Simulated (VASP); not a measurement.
# RbBr (P6/mmm) in VASP: a series of runs

Runs on RbBr. Level: PBE. Tasks: single point, relaxation of cell and atoms.

All numbers are computed with VASP 6.6.1; they aren't measurements. Logs are shortened: lines on timing, memory, paths and dates and some standing lists are left out, and cuts for length are marked.

### 1 The cell of the first run

It takes space group P6/mmm (No. 191, hexagonal). Conventional cell: a = 8.158 Å, b = 8.158 Å, c = 4.923 Å, α = 90.00°, β = 90.00°, γ = 120.00°. Rb (site symmetry mmm) has 6 Br at 3.41 to 4.08 Å and 4 Rb at 4.08 Å within 4.5 Å. Within 5.4 Å of Br (site symmetry 6/mmm) lie 6 Rb at 4.08 Å and 14 Br at 4.92 to 5.31 Å. Br (site symmetry -6m2) has 6 Rb at 3.41 Å within 4.5 Å.

### 2 Single point, PBE

INCAR

```
  PREC = Accurate
  ENCUT = 520
  EDIFF = 1E-6
  ISMEAR = 0
  SIGMA = 0.02
  LREAL = False
  LASPH = True
  NELM = 60
  ALGO = Normal
  ISIF = 2
  LWAVE = False
  LCHARG = False
  GGA = PE
  NBANDS = 33
```

KPOINTS

```
Automatic mesh
0
Gamma
  6 6 4
```

POSCAR

```
RbBr
1.0
    8.1584886094      0.0000000000      0.0000000000
   -4.0792443047      7.0654583922      0.0000000000
    0.0000000000      0.0000000000      4.9226704251
Rb Br
3 3
Direct
    0.5000000000      0.0000000000      0.0000000000
    0.5000000000      0.5000000000      0.0000000000
    0.0000000000      0.5000000000      0.0000000000
    0.0000000000      0.0000000000      0.0000000000
    0.3333333333      0.6666666667      0.5000000000
    0.6666666667      0.3333333333      0.5000000000
```

Potentials or basis: VASP PAW PBE potentials, release 64 (Rb_sv, Br).

Command:

```console
> cat potpaw_PBE.64/Rb_sv/POTCAR potpaw_PBE.64/Br/POTCAR > POTCAR
> mpirun -np 1 vasp_std > vasp.out
```

OUTCAR:

```text
PREC = Accurate
   ENCUT = 520
   EDIFF = 1E-6
   ISMEAR = 0
   LREAL = False
   LASPH = True
   NELM = 60
   ISIF = 2
   GGA = PE

 ion  position               nearest neighbor table
   1  0.500  0.000  0.000-   5 3.41   6 3.41   5 3.41   6 3.41   2 4.08   3 4.08   2 4.08   3 4.08
                             4 4.08   4 4.08
   2  0.500  0.500  0.000-   5 3.41   6 3.41   5 3.41   6 3.41   1 4.08   4 4.08   1 4.08   4 4.08
                             3 4.08   3 4.08
   3  0.000  0.500  0.000-   5 3.41   6 3.41   5 3.41   6 3.41   1 4.08   4 4.08   4 4.08   1 4.08
                             2 4.08   2 4.08
   4  0.000  0.000  0.000-   2 4.08   3 4.08   3 4.08   2 4.08   1 4.08   1 4.08
   5  0.333  0.667  0.500-   1 3.41   1 3.41   3 3.41   3 3.41   2 3.41   2 3.41
   6  0.667  0.333  0.500-   1 3.41   1 3.41   3 3.41   3 3.41   2 3.41   2 3.41

  LATTYP: Found a hexagonal cell.
 ALAT       =     8.1584886094
 C/A-ratio  =     0.6033801922

  Lattice vectors:

 A1 = (   8.1584886094,   0.0000000000,   0.0000000000)
 A2 = (  -4.0792443047,   7.0654583922,   0.0000000000)
 A3 = (   0.0000000000,   0.0000000000,   4.9226704251)

Analysis of symmetry for initial positions (statically):
=====================================================================
 Subroutine PRICEL returns:
 Original cell was already a primitive cell.

 Routine SETGRP: Setting up the symmetry group for a
 hexagonal supercell.

 Subroutine GETGRP returns: Found 24 space group operations
 (whereof 24 operations were pure point group operations)
 out of a pool of 24 trial point group operations.

The static configuration has the point symmetry D_6h.

Analysis of symmetry for dynamics (positions and initial velocities):
=====================================================================
 Subroutine PRICEL returns:
 Original cell was already a primitive cell.

 Routine SETGRP: Setting up the symmetry group for a
 hexagonal supercell.

 Subroutine GETGRP returns: Found 24 space group operations
 (whereof 24 operations were pure point group operations)
 out of a pool of 24 trial point group operations.

The dynamic configuration has the point symmetry D_6h.

 Subroutine INISYM returns: Found 24 space group operations
 (whereof 24 operations are pure point group operations),
 and found     1 'primitive' translations

----------------------------------------------------------------------------------------

                                     Primitive cell

  volume of cell :     283.7598

  direct lattice vectors                    reciprocal lattice vectors
     8.158488609  0.000000000  0.000000000     0.122571722  0.070766817  0.000000000
    -4.079244305  7.065458392  0.000000000     0.000000000  0.141533634  0.000000000
     0.000000000  0.000000000  4.922670425     0.000000000  0.000000000  0.203141773

  length of vectors
     8.158488609  8.158488609  4.922670425     0.141533634  0.141533634  0.203141773

  position of ions in fractional coordinates (direct lattice)
     0.500000000  0.000000000  0.000000000
     0.500000000  0.500000000  0.000000000
     1.000000000  0.500000000  0.000000000
     0.000000000  0.000000000  0.000000000
     0.333333333  0.666666667  0.500000000
     0.666666667  0.333333333  0.500000000

  ion indices of the primitive-cell ions
   primitive index   ion index
                 1           1
                 2           2
                 3           3
                 4           4
                 5           5
                 6           6

----------------------------------------------------------------------------------------

 KPOINTS: Automatic mesh

Automatic generation of k-mesh.
 Grid dimensions read from file:
 generate k-points for:    6    6    4

 Generating k-lattice:

  Cartesian coordinates                     Fractional coordinates (reciprocal lattice)
     0.020428620  0.011794469  0.000000000     0.166666667 -0.000000000  0.000000000
     0.000000000  0.023588939  0.000000000     0.000000000  0.166666667  0.000000000
     0.000000000  0.000000000  0.050785443     0.000000000  0.000000000  0.250000000

  Length of vectors
     0.023588939  0.023588939  0.050785443

  Shift w.r.t. Gamma in fractional coordinates (k-lattice)
     0.000000000  0.000000000  0.000000000

 Subroutine IBZKPT returns following result:
 ===========================================

 Found     21 irreducible k-points:

 Following reciprocal coordinates:
            Coordinates               Weight
  0.000000  0.000000  0.000000      1.000000
  0.166667 -0.000000  0.000000      6.000000
  0.333333 -0.000000  0.000000      6.000000
  0.500000 -0.000000  0.000000      3.000000
  0.166667  0.166667  0.000000      6.000000
  0.333333  0.166667  0.000000     12.000000
[... 13 lines left out ...]
  0.333333  0.166667  0.500000     12.000000
  0.333333  0.333333  0.500000      2.000000
   k-points           NKPTS =     21   k-points in BZ     NKDIM =     21   number of bands    NBANDS=     33
   number of dos      NEDOS =    301   number of ions     NIONS =      6
   total plane-waves  NPLWV = 163840
   dimension x,y,z NGX =    64 NGY =   64 NGZ =   40
   dimension x,y,z NGXF=   128 NGYF=  128 NGZF=   80
   ions per type =               3   3
   NGX,Y,Z   is equivalent  to a cutoff of  13.04, 13.04, 13.51 a.u.
   NGXF,Y,Z  is equivalent  to a cutoff of  26.08, 26.08, 27.02 a.u.
 SYSTEM =  unknown system
   PREC   = accura    normal or accurate (medium, high low for compatibility)
   ISTART =      0    job   : 0-new  1-cont  2-samecut
   ICHARG =      2    charge: 1-file 2-atom 10-const
   ISPIN  =      1    spin polarized calculation?
   LNONCOLLINEAR =      F non collinear calculations
   LSORBIT =      F    spin-orbit coupling
   LASPH  =      T    aspherical Exc in radial PAW
   ENCUT  =  520.0 eV  38.22 Ry    6.18 a.u.  15.17 15.17  9.15*2*pi/ulx,y,z
   NELM   =     60;   NELMIN=  2; NELMDL= -5     # of ELM steps
   EDIFF  = 0.1E-05   stopping-criterion for ELM
   LREAL  =      F    real-space projection
   EDIFFG = 0.1E-04   stopping-criterion for IOM
   NSW    =      0    number of steps for IOM
   IBRION =     -1    ionic relax: 0-MD 1-quasi-New 2-CG
   NFREE  =      0    steps in history (QN), initial steepest desc. (CG)
   ISIF   =      2    stress and relaxation
   ISYM   =      2    0-nonsym 1-usesym 2-fastsym
   POTIM  = 0.5000    time-step for ionic-motion
   TEBEG  =    0.0;   TEEND  =   0.0 temperature during run
   PSTRESS=    0.0 pullay stress
   NELECT =      48.0000    total number of electrons
   NUPDOWN=      -1.0000    fix difference up-down
   EMIN   =  10.00;   EMAX   =-10.00  energy-range for DOS
   EFERMI =   0.00;   METHOD = LEGACY
   ISMEAR =     0;   SIGMA  =   0.02  broadening in eV -4-tet -1-fermi 0-gaus
   EFERMI_NEDOS =   21; number of points for ismear=-14 and -15
   IALGO  =     38    algorithm
   IMIX   =      4    mixing-type and parameters
     AMIX     =   0.40;   BMIX     =  1.00
     AMIX_MAG =   1.60;   BMIX_MAG =  1.00
  volume/ion in A,a.u.               =      47.29       319.15
  Fermi-wavevector in a.u.,A,eV,Ry     =   0.905395  1.710949 11.153252  0.819741
  Thomas-Fermi vector in A             =   2.028958
   LORBIT       =      0    0 simple, 1 ext, 2 COOP (PROOUT), +10 PAW based schemes
   GGA     = PE    functional components
   LHFCALC =     F    Hartree Fock is set to
   AEXX    =    0.0000 exact exchange contribution
   IVDW    =     0    specifies the selected vdW correction
   LEPSILON=     F    determine dielectric tensor
   LRPA    =     F    only Hartree local field effects (RPA)
 non-spin polarized calculation
 Gauss-broadening in eV      SIGMA  =   0.02
  energy-cutoff  :      520.00
  volume of cell :      283.76
 maximum number of plane-waves:      7684
 NGX is ok and might be reduce to    64
   NGX = 31   NGY = 31   NGZ = 19

 number of electron      48.0000000 magnetization

 Free energy of the ion-electron system (eV)
  ---------------------------------------------------
  ext. energy  EPLUGINS =         0.00000000
  ---------------------------------------------------
  free energy    TOTEN  =       -17.24821678 eV

  energy without entropy =      -17.24821678  energy(sigma->0) =      -17.24821678

 E-fermi :  -0.8807     XC(G=0):  -6.5806

 val. band max:       -1.0517354325   @ k =   0.0000   0.0000   0.0000
 cond. band min:       1.5703868149   @ k =   0.0000   0.0000   0.0000
 fundamental gap:      2.6221222474
 Fermi energy:        -0.8806716558

 k-point     1 :       0.0000    0.0000    0.0000
  band No.  band energies     occupation
      1     -27.5353      2.00000
      2     -27.5016      2.00000
      3     -27.5016      2.00000
      4     -15.0292      2.00000
      5     -14.9495      2.00000
      6     -13.2653      2.00000
[... 25 lines left out ...]
     32       5.1739      0.00000
     33       5.1796      0.00000

 k-point     2 :       0.1667   -0.0000    0.0000
  band No.  band energies     occupation
      1     -27.5333      2.00000
      2     -27.5036      2.00000
      3     -27.5016      2.00000
      4     -15.0241      2.00000
      5     -14.9539      2.00000
      6     -13.2676      2.00000
[... 25 lines left out ...]
     32       5.1565      0.00000
     33       5.1768      0.00000
[... 646 lines left out ...]
     32       5.2000      0.00000
     33       5.3879      0.00000

 k-point    21 :       0.3333    0.3333    0.5000
  band No.  band energies     occupation
      1     -27.5159      2.00000
      2     -27.5159      2.00000
      3     -27.4995      2.00000
      4     -14.9796      2.00000
      5     -14.9796      2.00000
      6     -13.2604      2.00000
[... 25 lines left out ...]
     32       5.2093      0.00000
     33       5.2093      0.00000

------------------------ aborting loop because EDIFF is reached ----------------------------------------

  FORCE on cell =-STRESS in cart. coord.  units (eV):
  Direction    XX          YY          ZZ          XY          YZ          ZX
  --------------------------------------------------------------------------------------
  -------------------------------------------------------------------------------------
  Total        0.0647564      0.0647564      0.0446766     -0.0000000     -0.0000000      0.0000000
  in kB        0.3656307      0.3656307      0.2522548     -0.0000000     -0.0000000      0.0000000
  external PRESSURE =       0.3278387 kB  Pullay stress =       0.0000000 kB

 VOLUME and BASIS-vectors are now :
 -----------------------------------------------------------------------------
  energy-cutoff  :      520.00
  volume of cell :      283.76
      direct lattice vectors                 reciprocal lattice vectors
     8.158488609  0.000000000  0.000000000     0.122571722  0.070766817  0.000000000
    -4.079244305  7.065458392  0.000000000     0.000000000  0.141533634  0.000000000
     0.000000000  0.000000000  4.922670425     0.000000000  0.000000000  0.203141773

 POSITION                                       TOTAL-FORCE (eV/Angst)
 -----------------------------------------------------------------------------------
      4.07924      0.00000      0.00000         0.000000      0.000000      0.000000
      2.03962      3.53273      0.00000         0.000000      0.000000      0.000000
     -2.03962      3.53273      0.00000         0.000000      0.000000      0.000000
      0.00000      0.00000      0.00000         0.000000      0.000000      0.000000
     -0.00000      4.71031      2.46134        -0.000000      0.000000      0.000000
      4.07924      2.35515      2.46134         0.000000     -0.000000     -0.000000
 -----------------------------------------------------------------------------------
    total drift:                               -0.000000      0.000000      0.000000

  FREE ENERGIE OF THE ION-ELECTRON SYSTEM (eV)
  ---------------------------------------------------
  free  energy   TOTEN  =       -17.2482167785 eV

  energy  without entropy=      -17.2482167785  energy(sigma->0) =      -17.24821678
```

Wall time 7.2 min (1 thread of Oxide Virtual Turin-like, shared host); peak memory 0.46 GiB.

What came out:

| Item | Value |
| --- | --- |
| Free energy | -17.2482 eV |
| Pressure | 0.0 GPa |
| Band gap on the k mesh | 2.62 eV |

A k mesh can miss the band edges.

### 3 Relaxation of cell and atoms, PBE

INCAR

```
ALGO = Normal ; EDIFF = 1E-6
EDIFFG = -0.01 ; ENCUT = 600
GGA = PE ; IBRION = 2
ISIF = 3 ; ISMEAR = 0
LASPH = True ; LCHARG = False
LREAL = False ; LWAVE = False
NELM = 80 ; NSW = 100
PREC = Accurate ; SIGMA = 0.02
```

KPOINTS

```
k-points
0
Gamma
  3 3 6
```

POSCAR is that of step 2.

Potentials or basis: VASP PAW PBE potentials, release 64 (Rb_sv, Br).

Command:

```console
> cat potpaw_PBE.64/Rb_sv/POTCAR potpaw_PBE.64/Br/POTCAR > POTCAR
> mpirun -np 1 vasp_std > vasp.out
```

OUTCAR:

```text
EDIFF = 1E-6
   EDIFFG = -0.01
   ENCUT = 600
   GGA = PE
   IBRION = 2
   ISIF = 3
   ISMEAR = 0
   LASPH = True
   LREAL = False
   NELM = 80
   NSW = 100
   PREC = Accurate

 ion  position               nearest neighbor table
   1  0.500  0.000  0.000-   5 3.41   6 3.41   5 3.41   6 3.41   2 4.08   3 4.08   2 4.08   3 4.08
                             4 4.08   4 4.08
   2  0.500  0.500  0.000-   5 3.41   6 3.41   5 3.41   6 3.41   1 4.08   4 4.08   1 4.08   4 4.08
                             3 4.08   3 4.08
   3  0.000  0.500  0.000-   5 3.41   6 3.41   5 3.41   6 3.41   1 4.08   4 4.08   4 4.08   1 4.08
                             2 4.08   2 4.08
   4  0.000  0.000  0.000-   2 4.08   3 4.08   3 4.08   2 4.08   1 4.08   1 4.08
[... 620 lines left out ...]
  in kB        0.2492256      0.2492256      0.0699947      0.0000000     -0.0000000      0.0000000
  external PRESSURE =       0.1894820 kB  Pullay stress =       0.0000000 kB

 VOLUME and BASIS-vectors are now :
 -----------------------------------------------------------------------------
  energy-cutoff  :      600.00
  volume of cell :      284.15
      direct lattice vectors                 reciprocal lattice vectors
     8.162715636  0.000000000  0.000000000     0.122508249  0.070730171  0.000000000
    -4.081357818  7.069119104  0.000000000     0.000000000  0.141460341  0.000000000
     0.000000000  0.000000000  4.924355453     0.000000000 -0.000000000  0.203072262

 POSITION                                       TOTAL-FORCE (eV/Angst)
 -----------------------------------------------------------------------------------
      4.08136      0.00000      0.00000        -0.000000      0.000000      0.000000
      2.04068      3.53456      0.00000        -0.000000      0.000000      0.000000
      6.12204      3.53456      0.00000        -0.000000      0.000000      0.000000
      8.16272      0.00000      0.00000        -0.000000      0.000000      0.000000
     -0.00000      4.71275      2.46218         0.000000     -0.000000      0.000000
      4.08136      2.35637      2.46218        -0.000000      0.000000      0.000000
 -----------------------------------------------------------------------------------
    total drift:                               -0.000000      0.000000      0.000000

  FREE ENERGIE OF THE ION-ELECTRON SYSTEM (eV)
  ---------------------------------------------------
  free  energy   TOTEN  =       -17.2480798914 eV

  energy  without entropy=      -17.2480798914  energy(sigma->0) =      -17.24807989

 reached required accuracy - stopping structural energy minimisation
```

OSZICAR:

```text
N       E                     dE             d eps       ncg     rms          rms(c)
DAV:   1     0.381243557105E+03    0.38124E+03   -0.21209E+04   672   0.157E+03
DAV:   2     0.210476677834E+02   -0.36020E+03   -0.35348E+03   968   0.285E+02
DAV:   3    -0.172589240030E+02   -0.38307E+02   -0.38239E+02   896   0.952E+01
[... 16 lines left out ...]
DAV:   3    -0.172480859146E+02    0.10510E-03   -0.38400E-04   860   0.825E-02    0.149E-02
DAV:   4    -0.172480827370E+02    0.31776E-05   -0.97495E-06   852   0.146E-02    0.676E-03
DAV:   5    -0.172480809000E+02    0.18370E-05   -0.30743E-06   624   0.821E-03    0.359E-03
DAV:   6    -0.172480798857E+02    0.10144E-05   -0.61811E-07   432   0.514E-03    0.598E-04
DAV:   7    -0.172480798914E+02   -0.57871E-08   -0.20472E-07   420   0.216E-03
   2 F= -.17248080E+02 E0= -.17248080E+02  d E =-.638801E-04
```

CONTCAR:

```text
RbBr
   1.00000000000000
     8.1627156358297768    0.0000000000000000    0.0000000000000000
    -4.0813578179148884    7.0691191044706132    0.0000000000000000
     0.0000000000000000    0.0000000000000000    4.9243554533848375
  Rb              Br
     3     3
Direct
     0.5000000000000000    0.0000000000000000    0.0000000000000000
     0.5000000000000000    0.5000000000000000    0.0000000000000000
     1.0000000000000000    0.5000000000000000    0.0000000000000000
     1.0000000000000000    0.0000000000000000    0.0000000000000000
     0.3333333332999970    0.6666666667000030    0.5000000000000000
     0.6666666667000030    0.3333333332999970    0.5000000000000000

  0.00000000E+00  0.00000000E+00  0.00000000E+00
  0.00000000E+00  0.00000000E+00  0.00000000E+00
  0.00000000E+00  0.00000000E+00  0.00000000E+00
  0.00000000E+00  0.00000000E+00  0.00000000E+00
  0.00000000E+00  0.00000000E+00  0.00000000E+00
  0.00000000E+00  0.00000000E+00  0.00000000E+00
```

Wall time 8.6 min (1 thread of Oxide Virtual Turin-like, shared host); peak memory 0.46 GiB.

Results:

```yaml
Free_energy: -17.2481 eV
Relaxed_volume: 47.36 Å³/atom
Relaxed_cell: a = 8.163 Å, b = 8.163 Å, c = 4.924 Å, α = 90.00°, β = 90.00°, γ = 120.00°
Space_group_after_relaxing_to_0.1_Å: P6/mmm (No. 191)
Energy_gained_by_relaxing: 0.0 meV/atom
Ionic_steps: 2
Pressure_after_relaxing: 0.0 GPa
Band_gap_on_the_k_mesh: 2.62 eV
```

Final structure:
```
Rb Br
1.0
     8.16272    0.00000    0.00000
    -4.08136    7.06912    0.00000
     0.00000    0.00000    4.92436
Rb Br
3 3
Direct
  0.50000 0.00000 0.00000
  0.50000 0.50000 0.00000
  0.00000 0.50000 0.00000
  0.00000 0.00000 0.00000
  0.33333 0.66667 0.50000
  0.66667 0.33333 0.50000
```

Levels at points of the mesh, in eV from the valence-band top:
```csv
k point,band 20,band 21,band 22,band 23,band 24,band 25,band 26,band 27,band 28
"(0.00, 0.00, 0.00)",-1.80,-1.80,-0.58,-0.58,0.00,2.62,3.83,5.01,5.01
"(0.00, 0.00, 0.50)",-1.96,-1.96,-0.54,-0.54,-0.41,4.37,4.54,4.54,5.22
```
